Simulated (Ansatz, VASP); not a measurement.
# Mo3W in VASP and in Ansatz

File INCAR:

```
PREC     = Accurate       # precision mode
ENCUT    = 600            # plane-wave cutoff, eV
EDIFF    = 1E-7           # SCF threshold, eV
ISMEAR   = 0              # smearing method
SIGMA    = 0.1            # smearing width, eV
LREAL    = False          # projectors in reciprocal space
LASPH    = True           # aspherical terms in the spheres
NELM     = 80             # most SCF steps
ALGO     = Normal         # electronic algorithm
ISIF     = 3              # what is computed and relaxed
LWAVE    = False          # write WAVECAR
LCHARG   = False          # write CHGCAR
GGA      = PE             # functional
IBRION   = 2              # ionic algorithm
NSW      = 90             # ionic steps
EDIFFG   = -0.04          # ionic threshold
```

Contents of KPOINTS:

```
regular mesh
0
Gamma
  6 6 6
```

The input POSCAR:

```
Mo3W
1.0
   -1.8913150316      1.8913150316      4.2247556551
    1.8913150316     -1.8913150316      4.2247556551
    1.8913150316      1.8913150316     -4.2247556551
Mo W
3 1
Direct
    0.5000000000      0.5000000000      0.0000000000
    0.2500000000      0.7500000000      0.5000000000
    0.7500000000      0.2500000000      0.5000000000
    0.0000000000      0.0000000000      0.0000000000
```

Input for Ansatz:

```yaml
crystal:
  lattice:
    - [-1.8913150316, 1.8913150316, 4.2247556551]
    - [1.8913150316, -1.8913150316, 4.2247556551]
    - [1.8913150316, 1.8913150316, -4.2247556551]
  atoms:
    - { symbol: Mo, position: [0.5, 0.5, 0.0] }
    - { symbol: Mo, position: [0.25, 0.75, 0.5] }
    - { symbol: Mo, position: [0.75, 0.25, 0.5] }
    - { symbol: W, position: [0.0, 0.0, 0.0] }
basis:
  ecutwfc: 420
kpoints:
  mp_grid: { grid: [6, 6, 6] }
hamiltonian:
  xc: pbe
scf:
  occupations: { method: gaussian, width: 0.1 }
  lower_state_search: "off"
output:
  forces: true
  stress: true
  eigenvalues: true
relax:
  adjacent_minimum: "off"
  f_tol: 0.04
  max_steps: 70
  cell: { stress_tol: 0.4 }
```

Alike in both runs: task relaxation of cell and atoms; functional PBE; k mesh 6 × 6 × 6; occupations gaussian, width 0.1 eV; no spin polarisation.

```csv
,VASP,Ansatz
version,VASP 6.6.1,Ansatz 0.2.0
potentials or method,"VASP PAW PBE potentials, release 64 (Mo_sv, W_sv), cutoff 600 eV","scalar-relativistic, plane waves, PAW"
valence electrons in the cell,56,56
```

```csv
,VASP,Ansatz,Ansatz less VASP
"gap on the k mesh at the Fermi level, each at its own relaxed structure (eV)",none,none,-
relaxed volume (Å³/atom),16.23,16.21,-0.029
relaxed cell length with the largest relative difference (Å),5.313,5.308,-0.0054
```

A gap of «none» marks a metal or a gap that the smearing closes.

The k mesh is coarse, so the values compare programs but aren't converged. Neither program's run includes spin-orbit coupling.
